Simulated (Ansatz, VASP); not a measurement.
# WCF2: VASP beside Ansatz

Contents of INCAR:

```
SYSTEM = WCF2
ALGO = Normal ; EDIFF = 1E-7
ENCUT = 520 ; GGA = PE
ISIF = 2 ; ISMEAR = 0
ISPIN = 2 ; LASPH = .TRUE.
LCHARG = .TRUE. ; LELF = .TRUE.
LMAXMIX = 4 ; LORBIT = 11
LREAL = .FALSE. ; LVHAR = .TRUE.
LWAVE = .FALSE. ; MAGMOM = 0.25 -0.12 0.01 0.01
NBANDS = 28 ; NELM = 150
PREC = Accurate ; SIGMA = 0.1
```

Contents of KPOINTS:

```
k-points
0
G
  4 4 4
  0 0 0
```

File POSCAR:

```
WCF2
1.0
    4.0120000000      0.0000000000      0.0000000000
    0.0000000000      4.0120000000      0.0000000000
    0.0000000000      0.0000000000      4.0120000000
W C F
1 1 2
Direct
    0.0000000000      0.0000000000      0.0000000000
    0.0000000000      0.0000000000      0.5000000000
    0.5000000000      0.0000000000      0.0000000000
    0.0000000000      0.5000000000      0.0000000000
```

Input for Ansatz:

```yaml
crystal:
  lattice:
    - [4.012, 0.0, 0.0]
    - [0.0, 4.012, 0.0]
    - [0.0, 0.0, 4.012]
  atoms:
    - { symbol: W, position: [0.0, 0.0, 0.0] }
    - { symbol: C, position: [0.0, 0.0, 0.5] }
    - { symbol: F, position: [0.5, 0.0, 0.0] }
    - { symbol: F, position: [0.0, 0.5, 0.0] }
basis:
  ecutwfc: 420
kpoints:
  mp_grid: { grid: [4, 4, 4] }
hamiltonian:
  xc: pbe
scf:
  occupations: { method: gaussian, width: 0.1 }
  lower_state_search: "off"
output:
  forces: true
  stress: true
  eigenvalues: true
  populations: true
magnetization:
  spin_polarized: true
```

Alike in both runs: task single point; functional PBE; k mesh 4 × 4 × 4; occupations gaussian, width 0.1 eV; collinear spin.

|  | VASP | Ansatz |
| --- | --- | --- |
| version | VASP 6.6.1 | Ansatz 0.2.0 |
| potentials or method | VASP PAW PBE potentials, release 64 (W_sv, C, F), cutoff 520 eV | scalar-relativistic, plane waves, PAW |
| valence electrons in the cell | 32 | 32 |

|  | VASP | Ansatz | Ansatz less VASP |
| --- | --- | --- | --- |
| gap on the k mesh at the Fermi level (eV) | none | none | - |
| pressure (GPa) | 0.2 | -0.5 | -0.72 |
| traceless stress, the component that is largest in VASP (GPa) | -8.14 | -7.63 | +0.510 |
| net moment per atom (μB) | 0.00 | 0.07 | +0.069 |
| size of the moment on the site where the two differ most (μB) | 0.00 | 0.22 | +0.225 |

Site moments also hang on the region over which each program counts them. A gap of «none» marks a metal or a gap that the smearing closes. Ansatz's warnings: no starting moments.

The k mesh is coarse, so the values compare programs but aren't converged. Spin-orbit coupling is off throughout.
